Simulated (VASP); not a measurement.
# Ca (Fm-3m) in VASP: settings compared

The runs below take Ca through single point, relaxation of cell and atoms, with PBEsol, PBE.

All numbers are computed with VASP 6.6.1; they aren't measurements. Logs are shortened: lines on timing, memory, paths and dates and some standing lists are left out, and cuts for length are marked.

**1. The cell of the first run**

Symmetry: Fm-3m, No. 225, cubic system. Conventional cell: a = 5.455 Å, b = 5.455 Å, c = 5.455 Å, α = 90.00°, β = 90.00°, γ = 90.00°. Ca (site symmetry m-3m) has 12 Ca at 3.86 Å within 5.1 Å.

**2. Single point, PBEsol**

Input file INCAR:

```
ALGO = Normal ; EDIFF = 1E-7
ENCUT = 520 ; GGA = PS
ISIF = 2 ; ISMEAR = 1
LASPH = T ; LCHARG = F
LREAL = F ; LWAVE = F
NBANDS = 11 ; NELM = 60
PREC = Accurate ; SIGMA = 0.1
```

Input file KPOINTS:

```
k-points
0
Gamma
  25 25 25
```

Input file POSCAR:

```
Ca
1.0
    0.0000000000      2.7275075290      2.7275075290
    2.7275075290      0.0000000000      2.7275075290
    2.7275075290      2.7275075290      0.0000000000
Ca
1
Direct
    0.0000000000      0.0000000000      0.0000000000
```

Potentials or basis: VASP PAW PBE potentials, release 64 (Ca_sv).

Started as:

```bash
$ cat potpaw_PBE.64/Ca_sv/POTCAR > POTCAR
$ mpirun -np 1 vasp_std > vasp.out
```

OUTCAR:

```text
EDIFF = 1E-7
   ENCUT = 520
   GGA = PS
   ISIF = 2
   ISMEAR = 1
   LASPH = T
   LREAL = F
   NELM = 60
   PREC = Accurate

 ion  position               nearest neighbor table
   1  0.000  0.000  0.000-

  LATTYP: Found a face centered cubic cell.
 ALAT       =     5.4550150580

  Lattice vectors:

 A1 = (   0.0000000000,   2.7275075290,   2.7275075290)
 A2 = (   2.7275075290,   0.0000000000,   2.7275075290)
 A3 = (   2.7275075290,   2.7275075290,   0.0000000000)

Analysis of symmetry for initial positions (statically):
=====================================================================
 Subroutine PRICEL returns:
 Original cell was already a primitive cell.

 Routine SETGRP: Setting up the symmetry group for a
 face centered cubic supercell.

 Subroutine GETGRP returns: Found 48 space group operations
 (whereof 48 operations were pure point group operations)
 out of a pool of 48 trial point group operations.

The static configuration has the point symmetry O_h .

Analysis of symmetry for dynamics (positions and initial velocities):
=====================================================================
 Subroutine PRICEL returns:
 Original cell was already a primitive cell.

 Routine SETGRP: Setting up the symmetry group for a
 face centered cubic supercell.

 Subroutine GETGRP returns: Found 48 space group operations
 (whereof 48 operations were pure point group operations)
 out of a pool of 48 trial point group operations.

The dynamic configuration has the point symmetry O_h .

 Subroutine INISYM returns: Found 48 space group operations
 (whereof 48 operations are pure point group operations),
 and found     1 'primitive' translations

----------------------------------------------------------------------------------------

                                     Primitive cell

  volume of cell :      40.5815

  direct lattice vectors                    reciprocal lattice vectors
     0.000000000  2.727507529  2.727507529    -0.183317551  0.183317551  0.183317551
     2.727507529  0.000000000  2.727507529     0.183317551 -0.183317551  0.183317551
     2.727507529  2.727507529  0.000000000     0.183317551  0.183317551 -0.183317551

  length of vectors
     3.857278139  3.857278139  3.857278139     0.317515312  0.317515312  0.317515312

  position of ions in fractional coordinates (direct lattice)
     0.000000000  0.000000000  0.000000000

  ion indices of the primitive-cell ions
   primitive index   ion index
                 1           1

----------------------------------------------------------------------------------------

 KPOINTS: k-points

Automatic generation of k-mesh.
 Grid dimensions read from file:
 generate k-points for:   25   25   25

 Generating k-lattice:

  Cartesian coordinates                     Fractional coordinates (reciprocal lattice)
    -0.007332702  0.007332702  0.007332702     0.040000000  0.000000000  0.000000000
     0.007332702 -0.007332702  0.007332702     0.000000000  0.040000000  0.000000000
     0.007332702  0.007332702 -0.007332702     0.000000000  0.000000000  0.040000000

  Length of vectors
     0.012700612  0.012700612  0.012700612

  Shift w.r.t. Gamma in fractional coordinates (k-lattice)
     0.000000000  0.000000000  0.000000000

 Subroutine IBZKPT returns following result:
 ===========================================

 Found    455 irreducible k-points:

 Following reciprocal coordinates:
            Coordinates               Weight
  0.000000  0.000000  0.000000      1.000000
  0.040000  0.000000  0.000000      8.000000
  0.080000  0.000000  0.000000      8.000000
  0.120000  0.000000  0.000000      8.000000
  0.160000  0.000000  0.000000      8.000000
  0.200000  0.000000  0.000000      8.000000
[... 16 lines left out ...]
  0.400000  0.040000  0.000000     24.000000
  0.440000  0.040000  0.000000     24.000000
 [... further k-points ...]
   k-points           NKPTS =    455   k-points in BZ     NKDIM =    455   number of bands    NBANDS=     11
   number of dos      NEDOS =    301   number of ions     NIONS =      1
   total plane-waves  NPLWV =  27000
   dimension x,y,z NGX =    30 NGY =   30 NGZ =   30
   dimension x,y,z NGXF=    60 NGYF=   60 NGZF=   60
   ions per type =               1
   NGX,Y,Z   is equivalent  to a cutoff of  12.93, 12.93, 12.93 a.u.
   NGXF,Y,Z  is equivalent  to a cutoff of  25.86, 25.86, 25.86 a.u.
 SYSTEM =  unknown system
   PREC   = accura    normal or accurate (medium, high low for compatibility)
   ISTART =      0    job   : 0-new  1-cont  2-samecut
   ICHARG =      2    charge: 1-file 2-atom 10-const
   ISPIN  =      1    spin polarized calculation?
   LNONCOLLINEAR =      F non collinear calculations
   LSORBIT =      F    spin-orbit coupling
   LASPH  =      T    aspherical Exc in radial PAW
   ENCUT  =  520.0 eV  38.22 Ry    6.18 a.u.   7.17  7.17  7.17*2*pi/ulx,y,z
   NELM   =     60;   NELMIN=  2; NELMDL= -5     # of ELM steps
   EDIFF  = 0.1E-06   stopping-criterion for ELM
   LREAL  =      F    real-space projection
   EDIFFG = 0.1E-05   stopping-criterion for IOM
   NSW    =      0    number of steps for IOM
   IBRION =     -1    ionic relax: 0-MD 1-quasi-New 2-CG
   NFREE  =      0    steps in history (QN), initial steepest desc. (CG)
   ISIF   =      2    stress and relaxation
   ISYM   =      2    0-nonsym 1-usesym 2-fastsym
   POTIM  = 0.5000    time-step for ionic-motion
   TEBEG  =    0.0;   TEEND  =   0.0 temperature during run
   PSTRESS=    0.0 pullay stress
   NELECT =      10.0000    total number of electrons
   NUPDOWN=      -1.0000    fix difference up-down
   EMIN   =  10.00;   EMAX   =-10.00  energy-range for DOS
   EFERMI =   0.00;   METHOD = LEGACY
   ISMEAR =     1;   SIGMA  =   0.10  broadening in eV -4-tet -1-fermi 0-gaus
   EFERMI_NEDOS =   21; number of points for ismear=-14 and -15
   IALGO  =     38    algorithm
   IMIX   =      4    mixing-type and parameters
     AMIX     =   0.40;   BMIX     =  1.00
     AMIX_MAG =   1.60;   BMIX_MAG =  1.00
  volume/ion in A,a.u.               =      40.58       273.86
  Fermi-wavevector in a.u.,A,eV,Ry     =   1.026358  1.939535 14.332523  1.053411
  Thomas-Fermi vector in A             =   2.160247
   LORBIT       =      0    0 simple, 1 ext, 2 COOP (PROOUT), +10 PAW based schemes
   GGA     = PS    functional components
   LHFCALC =     F    Hartree Fock is set to
   AEXX    =    0.0000 exact exchange contribution
   IVDW    =     0    specifies the selected vdW correction
   LEPSILON=     F    determine dielectric tensor
   LRPA    =     F    only Hartree local field effects (RPA)
 non-spin polarized calculation
 Methfessel and Paxton  Order N= 1 SIGMA  =   0.10
  energy-cutoff  :      520.00
  volume of cell :       40.58
 maximum number of plane-waves:      1109
 NGX is ok and might be reduce to    30
   NGX = 15   NGY = 15   NGZ = 15

 number of electron      10.0000002 magnetization

 Free energy of the ion-electron system (eV)
  ---------------------------------------------------
  ext. energy  EPLUGINS =         0.00000000
  ---------------------------------------------------
  free energy    TOTEN  =        -2.13304566 eV

  energy without entropy =       -2.13232030  energy(sigma->0) =       -2.13280388

 E-fermi :   2.0409     XC(G=0):  -7.9357

 val. band max:        2.0373094188   @ k =  -0.4800   0.1200   0.0400
 cond. band min:       2.0426929355   @ k =  -0.2800   0.4000   0.1600
 fundamental gap:      0.0053835167
 Fermi energy:         2.0408815726

 k-point     1 :       0.0000    0.0000    0.0000
  band No.  band energies     occupation
      1     -39.7093      2.00000
      2     -20.6956      2.00000
      3     -20.6956      2.00000
      4     -20.6956      2.00000
      5      -2.0585      2.00000
      6       4.4210      0.00000
      7       4.4210      0.00000
      8       4.4210      0.00000
      9       5.5506      0.00000
     10       5.5506      0.00000
     11      11.3432      0.00000

 k-point     2 :       0.0400    0.0000    0.0000
  band No.  band energies     occupation
      1     -39.7090      2.00000
      2     -20.6982      2.00000
      3     -20.6959      2.00000
      4     -20.6959      2.00000
      5      -2.0300      2.00000
      6       4.3892      0.00000
      7       4.4325      0.00000
      8       4.4325      0.00000
      9       5.5401      0.00000
     10       5.5401      0.00000
     11      11.3835      0.00000

 k-point     3 :       0.0800    0.0000    0.0000
  band No.  band energies     occupation
      1     -39.7082      2.00000
      2     -20.7059      2.00000
      3     -20.6970      2.00000
      4     -20.6970      2.00000
      5      -1.9451      2.00000
      6       4.2975      0.00000
      7       4.4648      0.00000
      8       4.4648      0.00000
      9       5.5121      0.00000
     10       5.5121      0.00000
     11      11.4881      0.00000

 k-point     4 :       0.1200    0.0000    0.0000
  band No.  band energies     occupation
      1     -39.7070      2.00000
      2     -20.7180      2.00000
      3     -20.6986      2.00000
      4     -20.6986      2.00000
      5      -1.8051      2.00000
      6       4.1550      0.00000
      7       4.5103      0.00000
      8       4.5103      0.00000
      9       5.4778      0.00000
     10       5.4778      0.00000
     11      11.5543      0.00000
[... 239 lines left out ...]
 k-point    22 :       0.3600    0.0400    0.0000
  band No.  band energies     occupation
      1     -39.6960      2.00000
      2     -20.8235      2.00000
      3     -20.7151      2.00000
      4     -20.7133      2.00000
      5      -0.1318      2.00000
      6       2.8491     -0.00000
      7       4.4007      0.00000
      8       4.4492      0.00000
      9       5.8213      0.00000
     10       5.9912      0.00000
     11       8.4050      0.00000

 k-point    23 :       0.4000    0.0400    0.0000
  band No.  band energies     occupation
      1     -39.6944      2.00000
      2     -20.8382      2.00000
      3     -20.7169      2.00000
      4     -20.7157      2.00000
      5       0.2502      2.00000
      6       2.5689     -0.00000
      7       4.3428      0.00000
      8       4.3960      0.00000
      9       5.9897      0.00000
     10       6.1236      0.00000
     11       7.9936      0.00000

 k-point    24 :       0.4400    0.0400    0.0000
  band No.  band energies     occupation
      1     -39.6932      2.00000
      2     -20.8492      2.00000
      3     -20.7180      2.00000
      4     -20.7177      2.00000
      5       0.6225      2.00000
      6       2.2810     -0.00357
      7       4.2999      0.00000
      8       4.3537      0.00000
      9       6.1365      0.00000
     10       6.2239      0.00000
     11       7.6882      0.00000

 [... further k-points ...]

------------------------ aborting loop because EDIFF is reached ----------------------------------------

  FORCE on cell =-STRESS in cart. coord.  units (eV):
  Direction    XX          YY          ZZ          XY          YZ          ZX
  --------------------------------------------------------------------------------------
  -------------------------------------------------------------------------------------
  Total        0.0037647      0.0037647      0.0037647      0.0000000     -0.0000000      0.0000000
  in kB        0.1486333      0.1486333      0.1486333      0.0000000     -0.0000000      0.0000000
  external PRESSURE =       0.1486333 kB  Pullay stress =       0.0000000 kB

 VOLUME and BASIS-vectors are now :
 -----------------------------------------------------------------------------
  energy-cutoff  :      520.00
  volume of cell :       40.58
      direct lattice vectors                 reciprocal lattice vectors
     0.000000000  2.727507529  2.727507529    -0.183317551  0.183317551  0.183317551
     2.727507529  0.000000000  2.727507529     0.183317551 -0.183317551  0.183317551
     2.727507529  2.727507529  0.000000000     0.183317551  0.183317551 -0.183317551

 POSITION                                       TOTAL-FORCE (eV/Angst)
 -----------------------------------------------------------------------------------
      0.00000      0.00000      0.00000        -0.000000     -0.000000     -0.000000
 -----------------------------------------------------------------------------------
    total drift:                               -0.000000     -0.000000     -0.000000

  FREE ENERGIE OF THE ION-ELECTRON SYSTEM (eV)
  ---------------------------------------------------
  free  energy   TOTEN  =        -2.1330456637 eV

  energy  without entropy=       -2.1323203006  energy(sigma->0) =       -2.13280388
```

Run time: 3.1 min. Hardware: 1 thread of Oxide Virtual Turin-like, shared host; peak memory 0.3 GiB.

What came out:

```
Free energy            : -2.1330 eV
Pressure               : 0.0 GPa
Band gap on the k mesh : zero (bands 5 and 6 overlap by 0.28 eV)
```

Caveat: the PAW data sets were made with another functional, which shifts forces and pressure a little.

**3. Single point, PBEsol**

This run uses another cell than the first one, of 43.44 Å³/atom.

Input file INCAR:

```
PREC = Accurate
ENCUT = 520
EDIFF = 1E-7
ISMEAR = 1
SIGMA = 0.1
LREAL = F
LASPH = T
NELM = 80
ALGO = Normal
ISIF = 2
LWAVE = F
LCHARG = F
GGA = PS
NBANDS = 11
```

Input file KPOINTS:

```
regular mesh
0
Gamma
  25 25 25
```

Input file POSCAR:

```
Ca
1.0
    0.0000000000      2.7900000000      2.7900000000
    2.7900000000      0.0000000000      2.7900000000
    2.7900000000      2.7900000000      0.0000000000
Ca
1
Direct
    0.0000000000      0.0000000000      0.0000000000
```

Potentials or basis: VASP PAW PBE potentials, release 64 (Ca_sv).

Started as:

```bash
$ cat potpaw_PBE.64/Ca_sv/POTCAR > POTCAR
$ mpirun -np 1 vasp_std > vasp.out
```

Run time: 3.4 min. Hardware: 1 thread of Oxide Virtual Turin-like, shared host; peak memory 0.31 GiB.

Results (log left out):

- Free energy: -2.1236 eV
- Pressure: -1.1 GPa
- Band gap on the k mesh: zero (bands 5 and 6 overlap by 0.36 eV)

Levels at points of the mesh, in eV from the Fermi level:
| k point | band 2 | band 3 | band 4 | band 5 | band 6 | band 7 | band 8 | band 9 |
| --- | --- | --- | --- | --- | --- | --- | --- | --- |
| (0.00, 0.00, 0.00) | -22.90 | -22.90 | -22.90 | -3.98 | 2.29 | 2.29 | 2.29 | 3.33 |

Caveat: the PAW data sets were made with another functional, which shifts forces and pressure a little.

**4. Relaxation of cell and atoms, PBEsol**

This run uses another cell than the first one, of 43.44 Å³/atom.

Input file INCAR:

```
PREC = Accurate ; ENCUT = 600
EDIFF = 1E-7 ; ISMEAR = 1
SIGMA = 0.1 ; LREAL = F
LASPH = T ; NELM = 100
ALGO = Normal ; ISIF = 3
LWAVE = F ; LCHARG = F
GGA = PS ; IBRION = 2
NSW = 60 ; EDIFFG = -0.005
```

Input file KPOINTS:

```
regular mesh
0
Gamma
  17 17 17
```

POSCAR is that of step 3.

Started as:

```bash
$ cat potpaw_PBE.64/Ca_sv/POTCAR > POTCAR
$ mpirun -np 1 vasp_std > vasp.out
```

Wall time 3.4 min (1 thread of Oxide Virtual Turin-like, shared host); peak memory 0.22 GiB.

Results (log left out):

```yaml
Free_energy: -2.1335 eV
Relaxed_volume: 40.65 Å³/atom
Relaxed_cell: a = 3.859 Å, b = 3.859 Å, c = 3.859 Å, α = 60.00°, β = 60.00°, γ = 60.00°
Space_group_after_relaxing_to_0.1_Å: Fm-3m (No. 225)
Energy_gained_by_relaxing: 9.7 meV/atom
Ionic_steps: 4
Pressure_after_relaxing: 0.0 GPa
Band_gap_on_the_k_mesh: zero (bands 5 and 6 overlap by 0.25 eV)
```

Step by step:
| step | energy change (eV) | largest force (eV/Å) | pressure (GPa) | volume (Å³) |
| --- | --- | --- | --- | --- |
| 1 | 0.0000 | 0.0000 | -1.06 | 43.44 |
| 2 | -0.0084 | 0.0000 | -0.41 | 41.65 |
| 3 | -0.0097 | 0.0000 | -0.02 | 40.70 |
| 4 | -0.0097 | 0.0000 | 0.00 | 40.65 |

Final structure:
```
Ca
1.0
     0.00000    2.72903    2.72903
     2.72903    0.00000    2.72903
     2.72903    2.72903    0.00000
Ca
1
Cartesian
  2.7290 2.7290 0.0000
```

Levels at points of the mesh, in eV from the Fermi level:
| k point | band 2 | band 3 | band 4 | band 5 | band 6 | band 7 | band 8 | band 9 |
| --- | --- | --- | --- | --- | --- | --- | --- | --- |
| (0.00, 0.00, 0.00) | -22.74 | -22.74 | -22.74 | -4.10 | 2.38 | 2.38 | 2.38 | 3.50 |

Caveat: the PAW data sets were made with another functional, which shifts forces and pressure a little.

**5. Relaxation of cell and atoms, PBE**

This run uses another cell than the first one, of 43.44 Å³/atom.

Input file INCAR:

```
PREC = Accurate ; ENCUT = 600
EDIFF = 1E-6 ; ISMEAR = 1
SIGMA = 0.1 ; LREAL = False
LASPH = True ; NELM = 60
ALGO = Normal ; ISIF = 3
LWAVE = False ; LCHARG = False
GGA = PE ; IBRION = 2
NSW = 60 ; EDIFFG = -0.005
```

Input file KPOINTS:

```
Automatic mesh
0
Gamma
  17 17 17
```

POSCAR is that of step 4.

Started as:

```bash
$ cat potpaw_PBE.64/Ca_sv/POTCAR > POTCAR
$ mpirun -np 1 vasp_std > vasp.out
```

Wall time 3.1 min (1 thread of Oxide Virtual Turin-like, shared host); peak memory 0.21 GiB.

The run converged. Its results:

| Property | Result |
| --- | --- |
| Free energy | -1.9292 eV |
| Relaxed volume | 42.27 Å³/atom |
| Relaxed cell | a = 3.910 Å, b = 3.910 Å, c = 3.910 Å, α = 60.00°, β = 60.00°, γ = 60.00° |
| Space group after relaxing (to 0.1 Å) | Fm-3m (No. 225) |
| Energy gained by relaxing | 1.7 meV/atom |
| Ionic steps | 4 |
| Pressure after relaxing | 0.0 GPa |
| Band gap on the k mesh | zero (bands 5 and 6 overlap by 0.30 eV) |

Step by step:
```
step  energy change (eV)  largest force (eV/Å)  pressure (GPa)  volume (Å³)
   1              0.0000                0.0000           -0.47        43.44
   2             -0.0015                0.0000           -0.15        42.65
   3             -0.0017                0.0000            0.04        42.18
   4             -0.0017                0.0000            0.00        42.27
```

Final structure:
```xyz
1
Lattice="0.0000 2.7648 2.7648 2.7648 0.0000 2.7648 2.7648 2.7648 0.0000" Properties=species:S:1:pos:R:3 pbc="T T T"
Ca    0.0000    0.0000    0.0000
```

Levels at points of the mesh, in eV from the Fermi level:
```csv
k point,band 2,band 3,band 4,band 5,band 6,band 7,band 8,band 9
"(0.00, 0.00, 0.00)",-22.94,-22.94,-22.94,-4.02,2.33,2.33,2.33,3.40
```

**6. The runs side by side**

| task | level | cell | k mesh | cutoff (eV) | gap on the mesh (eV) | pressure (GPa) | relaxed volume (Å³/atom) |
| --- | --- | --- | --- | --- | --- | --- | --- |
| single point | PBEsol | a = 3.857 Å, angles 60.0°, 1 atom | 25 × 25 × 25 | 520 | none | 0.0 | - |
| single point | PBEsol | a = 3.946 Å, angles 60.0°, 1 atom | 25 × 25 × 25 | 520 | none | -1.1 | - |
| relaxation of cell and atoms | PBEsol | relaxed from a = 3.946 Å, angles 60.0°, 1 atom | 17 × 17 × 17 | 600 | none | 0.0 | 40.65 |
| relaxation of cell and atoms | PBE | relaxed from a = 3.946 Å, angles 60.0°, 1 atom | 17 × 17 × 17 | 600 | none | 0.0 | 42.27 |

Alike in all rows: potentials or basis VASP PAW PBE potentials, release 64 (Ca_sv); no spin polarisation; smearing methfessel-paxton 0.1 eV.

Caveats: the PAW data sets were made with another functional, which shifts forces and pressure a little (at least some runs).

Absolute energies hang on the potentials; compare differences alone.
